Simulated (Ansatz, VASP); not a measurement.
This is a calculation of MnO for Ansatz 0.2.0.

The input input.yaml:

```yaml
crystal:
  lattice:
    - [0.0, 2.208981698, 2.208981698]
    - [2.208981698, 0.0, 2.208981698]
    - [2.208981698, 2.208981698, 0.0]
  atoms:
    - { symbol: Mn, position: [0.0, 0.0, 0.0], spin: 4.0 }
    - { symbol: O, position: [0.5, 0.5, 0.5] }
kpoints:
  mp_grid: { grid: [10, 10, 10] }
scf:
  occupations: { method: fermi_dirac, width: 0.05 }
hamiltonian:
  xc: lda
  pseudopotentials: { kind: all_electron, lapw: { basis_error: 0.001 } }
magnetization:
  spin_polarized: true
output:
  forces: true
  stress: true
  eigenvalues: true
```

Potentials or basis: all-electron LAPW, scalar-relativistic.

Launch:

```bash
$ ansatz run input.yaml --threads 2 --pin off --max-ram 6144MiB --backend cpu --events-out ev --progress --plain --runs-dir out
```

Question: Translate it to VASP 6.6.1. Potentials there: VASP PAW LDA potentials, release 64 (Mn_pv, O).

Answer: As run (the cutoff follows the program's own potentials):

The input INCAR:

```
SYSTEM = MnO
PREC = Accurate
ENCUT = 520
EDIFF = 1E-7
ISMEAR = -1
SIGMA = 0.05
LREAL = .FALSE.
LASPH = .TRUE.
NELM = 150
ALGO = Normal
ISIF = 2
LWAVE = .FALSE.
LCHARG = .FALSE.
ISPIN = 2
MAGMOM = 4 0
LORBIT = 11
LMAXMIX = 4
NBANDS = 20
```

The input KPOINTS:

```
Automatic mesh
0
G
  10 10 10
  0 0 0
```

The input POSCAR:

```
MnO
1.0
    0.0000000000      2.2089816980      2.2089816980
    2.2089816980      0.0000000000      2.2089816980
    2.2089816980      2.2089816980      0.0000000000
Mn O
1 1
Direct
    0.0000000000      0.0000000000      0.0000000000
    0.5000000000      0.5000000000      0.5000000000
```

Potentials or basis: VASP PAW LDA potentials, release 64 (Mn_pv, O).

Run with:

```console
$ cat potpaw_LDA.64/Mn_pv/POTCAR potpaw_LDA.64/O/POTCAR > POTCAR
$ mpirun -np 1 vasp_std > vasp.out
```

Both were run:

|  | VASP | Ansatz | Ansatz less VASP |
| --- | --- | --- | --- |
| gap on the k mesh at the Fermi level (eV) | none | none | - |
| pressure (GPa) | -16.6 | -15.2 | +1.35 |
| net moment per atom (μB) | 2.22 | 2.26 | +0.043 |
| size of the moment on the site where the two differ most (μB) | 4.05 | 4.11 | +0.059 |

LDA's correlation is that of Perdew and Zunger in VASP and of Perdew and Wang (1992) in Ansatz. Site moments also hang on the region over which each program counts them. A gap of «none» marks a metal or a gap that the smearing closes. Ansatz ran all-electron here, and VASP with PAW potentials.
